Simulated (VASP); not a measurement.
# BN (P6_3/mmc) in VASP: notebook

The runs below take BN through single point, with RPBE+D3(BJ), RPBE+D4.

All numbers are computed with VASP 6.6.1; they aren't measurements. Logs are shortened: lines on timing, memory, paths and dates and some standing lists are left out, and cuts for length are marked.

### 1 The cell of the first run

It takes space group P6_3/mmc (No. 194, hexagonal). Conventional cell: a = 2.502 Å, b = 2.502 Å, c = 6.129 Å, α = 90.00°, β = 90.00°, γ = 120.00°. N (site symmetry -6m2) has 3 B at 1.44 Å within 1.9 Å. B (site symmetry -6m2) has 3 N at 1.44 Å within 1.9 Å.

### 2 Single point, RPBE+D3(BJ)

File INCAR:

```
PREC     = Accurate       # precision mode
ENCUT    = 520            # plane-wave cutoff, eV
EDIFF    = 1E-6           # SCF threshold, eV
ISMEAR   = -1             # smearing method
SIGMA    = 0.05           # smearing width, eV
LREAL    = F              # projectors in reciprocal space
LASPH    = T              # aspherical terms in the spheres
NELM     = 60             # most SCF steps
ALGO     = Normal         # electronic algorithm
ISIF     = 2              # what is computed and relaxed
LWAVE    = F              # write WAVECAR
LCHARG   = T              # write CHGCAR
GGA      = RP             # functional
IVDW     = 12             # dispersion correction
LELF     = T              # ELF
LVHAR    = T            
NBANDS   = 16             # bands
```

File KPOINTS:

```
Automatic mesh
0
Gamma
  12 12 4
```

File POSCAR:

```
BN
1.0
    2.5023473476      0.0000000000      0.0000000000
   -1.2511736738      2.1670963721      0.0000000000
    0.0000000000      0.0000000000      6.1288231164
N B
2 2
Direct
    0.6666666667      0.3333333333      0.2500000000
    0.3333333333      0.6666666667      0.7500000000
    0.6666666667      0.3333333333      0.7500000000
    0.3333333333      0.6666666667      0.2500000000
```

Potentials or basis: VASP PAW PBE potentials, release 64 (N, B).

On the command line:

```console
$ cat potpaw_PBE.64/N/POTCAR potpaw_PBE.64/B/POTCAR > POTCAR
$ mpirun -np 1 vasp_std > vasp.out
```

OUTCAR:

```text
PREC = Accurate
   ENCUT = 520
   EDIFF = 1E-6
   ISMEAR = -1
   LREAL = F
   LASPH = T
   NELM = 60
   ISIF = 2
   GGA = RP
   IVDW = 12
 IVDW          = 12

 ion  position               nearest neighbor table
   1  0.667  0.333  0.250-   4 1.44   4 1.44   4 1.44
   2  0.333  0.667  0.750-   3 1.44   3 1.44   3 1.44
   3  0.667  0.333  0.750-   2 1.44   2 1.44   2 1.44
   4  0.333  0.667  0.250-   1 1.44   1 1.44   1 1.44

  LATTYP: Found a hexagonal cell.
 ALAT       =     2.5023473476
 C/A-ratio  =     2.4492295693

  Lattice vectors:

 A1 = (   2.5023473476,   0.0000000000,   0.0000000000)
 A2 = (  -1.2511736738,   2.1670963721,   0.0000000000)
 A3 = (   0.0000000000,   0.0000000000,   6.1288231164)

Analysis of symmetry for initial positions (statically):
=====================================================================
 Subroutine PRICEL returns:
 Original cell was already a primitive cell.

 Routine SETGRP: Setting up the symmetry group for a
 hexagonal supercell.

 Subroutine GETGRP returns: Found 24 space group operations
 (whereof 12 operations were pure point group operations)
 out of a pool of 24 trial point group operations.

The static configuration has the point symmetry D_3d.
 The point group associated with its full space group is D_6h.

Analysis of symmetry for dynamics (positions and initial velocities):
=====================================================================
 Subroutine PRICEL returns:
 Original cell was already a primitive cell.

 Routine SETGRP: Setting up the symmetry group for a
 hexagonal supercell.

 Subroutine GETGRP returns: Found 24 space group operations
 (whereof 12 operations were pure point group operations)
 out of a pool of 24 trial point group operations.

The dynamic configuration has the point symmetry D_3d.
 The point group associated with its full space group is D_6h.

 Subroutine INISYM returns: Found 24 space group operations
 (whereof 12 operations are pure point group operations),
 and found     1 'primitive' translations

----------------------------------------------------------------------------------------

                                     Primitive cell

  volume of cell :      33.2356

  direct lattice vectors                    reciprocal lattice vectors
     2.502347348  0.000000000  0.000000000     0.399624777  0.230723472  0.000000000
    -1.251173674  2.167096372  0.000000000     0.000000000  0.461446945  0.000000000
     0.000000000  0.000000000  6.128823116     0.000000000  0.000000000  0.163163462

[... 90 lines left out ...]
   NSW    =      0    number of steps for IOM
   IBRION =     -1    ionic relax: 0-MD 1-quasi-New 2-CG
   NFREE  =      0    steps in history (QN), initial steepest desc. (CG)
   ISIF   =      2    stress and relaxation
   ISYM   =      2    0-nonsym 1-usesym 2-fastsym
   POTIM  = 0.5000    time-step for ionic-motion
   TEBEG  =    0.0;   TEEND  =   0.0 temperature during run
   PSTRESS=    0.0 pullay stress
   NELECT =      16.0000    total number of electrons
   NUPDOWN=      -1.0000    fix difference up-down
   EMIN   =  10.00;   EMAX   =-10.00  energy-range for DOS
   EFERMI =   0.00;   METHOD = LEGACY
   ISMEAR =    -1;   SIGMA  =   0.05  broadening in eV -4-tet -1-fermi 0-gaus
   EFERMI_NEDOS =   21; number of points for ismear=-14 and -15
   IALGO  =     38    algorithm
   IMIX   =      4    mixing-type and parameters
     AMIX     =   0.40;   BMIX     =  1.00
     AMIX_MAG =   1.60;   BMIX_MAG =  1.00
  volume/ion in A,a.u.               =       8.31        56.07
  Fermi-wavevector in a.u.,A,eV,Ry     =   1.283061  2.424633 22.398518  1.646245
  Thomas-Fermi vector in A             =   2.415336
   LORBIT       =      0    0 simple, 1 ext, 2 COOP (PROOUT), +10 PAW based schemes
   GGA     = RP    functional components
   LHFCALC =     F    Hartree Fock is set to
   AEXX    =    0.0000 exact exchange contribution
   IVDW    =    12    specifies the selected vdW correction
   LEPSILON=     F    determine dielectric tensor
   LRPA    =     F    only Hartree local field effects (RPA)
 non-spin polarized calculation
  energy-cutoff  :      520.00
  volume of cell :       33.24
 maximum number of plane-waves:       913
 NGX is ok and might be reduce to    20
   NGX =  9   NGY =  9   NGZ = 23

 number of electron      16.0000000 magnetization

 Free energy of the ion-electron system (eV)
  ---------------------------------------------------
  ext. energy  EPLUGINS =         0.00000000
  ---------------------------------------------------
  free energy    TOTEN  =       -33.55681212 eV

  energy without entropy =      -33.55681212  energy(sigma->0) =      -33.55681212

 E-fermi :   4.2396     XC(G=0): -10.3988

 val. band max:        3.1539756086   @ k =   0.3333   0.2500   0.0000
 cond. band min:       7.3703632709   @ k =   0.5000   0.0000   0.0000
 fundamental gap:      4.2163876623
 Fermi energy:         4.2395712563

 k-point     1 :       0.0000    0.0000    0.0000
  band No.  band energies     occupation
      1     -14.9130      2.00000
      2     -14.3994      2.00000
      3      -3.4813      2.00000
      4      -0.4665      2.00000
      5       1.7576      2.00000
      6       1.7576      2.00000
[... 433 lines left out ...]
      3      -3.8562      2.00000
      4      -3.7365      2.00000
      5      -0.5019      2.00000
      6      -0.4128      2.00000
[... 8 lines left out ...]
     15      20.5629      0.00000
     16      21.7442      0.00000

 [... further k-points ...]

------------------------ aborting loop because EDIFF is reached ----------------------------------------

 Edisp (eV)   -1.83315

 E8    (eV) :    -0.8148

  FORCE on cell =-STRESS in cart. coord.  units (eV):
  Direction    XX          YY          ZZ          XY          YZ          ZX
  --------------------------------------------------------------------------------------
  -------------------------------------------------------------------------------------
  Total       0.03805     0.03805    -0.04164     0.00000    -0.00000     0.00000
  in kB       1.83407     1.83407    -2.00756     0.00000    -0.00000     0.00000
  external pressure =        0.55 kB  Pullay stress =        0.00 kB

 VOLUME and BASIS-vectors are now :
 -----------------------------------------------------------------------------
  energy-cutoff  :      520.00
  volume of cell :       33.24
      direct lattice vectors                 reciprocal lattice vectors
     2.502347348  0.000000000  0.000000000     0.399624777  0.230723472  0.000000000
    -1.251173674  2.167096372  0.000000000     0.000000000  0.461446945  0.000000000
     0.000000000  0.000000000  6.128823116     0.000000000  0.000000000  0.163163462

 POSITION                                       TOTAL-FORCE (eV/Angst)
 -----------------------------------------------------------------------------------
      1.25117      0.72237      1.53221        -0.000000      0.000000      0.000000
     -0.00000      1.44473      4.59662        -0.000000     -0.000000      0.000000
      1.25117      0.72237      4.59662        -0.000000      0.000000      0.000000
     -0.00000      1.44473      1.53221         0.000000      0.000000      0.000000
 -----------------------------------------------------------------------------------
    total drift:                                0.000000     -0.000000      0.000000

  FREE ENERGIE OF THE ION-ELECTRON SYSTEM (eV)
  ---------------------------------------------------
  free  energy   TOTEN  =       -35.3899579511 eV

  energy  without entropy=      -35.3899579510  energy(sigma->0) =      -35.38995795
```

Run time: 60 s. Hardware: 1 thread of AMD EPYC 7R13, shared host; peak memory 0.14 GiB.

What came out:

```yaml
Free_energy: -35.3900 eV
Pressure: 0.1 GPa
Band_gap_on_the_k_mesh: 4.22 eV, indirect (least direct gap 4.53 eV)
Dispersion_energy_per_atom: -0.458 eV
```

Caveat: the PAW data sets were made with another functional, which shifts forces and pressure a little. A k mesh can miss the band edges.

### 3 Single point, RPBE+D4

This run uses another cell than the first one, of 8.39 Å³/atom, 1.010 times its volume.

File INCAR:

```
SYSTEM = BN
ALGO     = Normal         ! electronic algorithm
EDIFF    = 1E-6           ! SCF threshold, eV
ENCUT    = 520            ! plane-wave cutoff, eV
GGA      = RP             ! functional
ISIF     = 2              ! what is computed and relaxed
ISMEAR   = -1             ! smearing method
IVDW     = 13             ! dispersion correction
LASPH    = .True.         ! aspherical terms in the spheres
LCHARG   = .False.        ! write CHGCAR
LREAL    = .False.        ! projectors in reciprocal space
LWAVE    = .False.        ! write WAVECAR
NBANDS   = 16             ! bands
NELM     = 60             ! most SCF steps
PREC     = Accurate       ! precision mode
SIGMA    = 0.05           ! smearing width, eV
```

File KPOINTS:

```
k-points
0
Gamma
  12 12 4
  0 0 0
```

File POSCAR:

```
BN
1.0
    2.5096308388      0.0000000000      0.0000000000
   -1.2548154194      2.1734040605      0.0000000000
    0.0000000000      0.0000000000      6.1526386765
N B
2 2
Direct
    0.6666666667      0.3333333333      0.2500000000
    0.3333333333      0.6666666667      0.7500000000
    0.6666666667      0.3333333333      0.7500000000
    0.3333333333      0.6666666667      0.2500000000
```

Potentials or basis: VASP PAW PBE potentials, release 64 (N, B).

On the command line:

```console
$ cat potpaw_PBE.64/N/POTCAR potpaw_PBE.64/B/POTCAR > POTCAR
$ mpirun -np 1 vasp_std > vasp.out
```

Run time: 60 s. Hardware: 1 thread of AMD EPYC 7R13, shared host; peak memory 0.13 GiB.

Results (log left out):

```yaml
Free_energy: -35.1827 eV
Pressure: 0.1 GPa
Band_gap_on_the_k_mesh: 4.21 eV, indirect (least direct gap 4.52 eV)
Dispersion_energy_per_atom: -0.402 eV
```

Stress tensor (GPa, compression positive):
```
 0.19  0.00  0.00
 0.00  0.19  0.00
 0.00  0.00 -0.19
```

Levels at points of the mesh, in eV from the valence-band top:
| k point | band 6 | band 7 | band 8 | band 9 | band 10 | band 11 |
| --- | --- | --- | --- | --- | --- | --- |
| (0.00, 0.00, 0.00) | -1.40 | -1.33 | -1.33 | 5.95 | 11.24 | 11.41 |
| (0.50, 0.00, 0.00) | -4.09 | -1.77 | -0.31 | 4.21 | 6.01 | 9.54 |
| (0.00, 0.00, 0.50) | -1.37 | -1.37 | -1.37 | 8.67 | 8.67 | 11.52 |
| (0.50, 0.00, 0.50) | -4.15 | -0.98 | -0.98 | 4.73 | 4.73 | 9.85 |

Caveat: the PAW data sets were made with another functional, which shifts forces and pressure a little. As with any semilocal functional, this RPBE gap is likely too small.
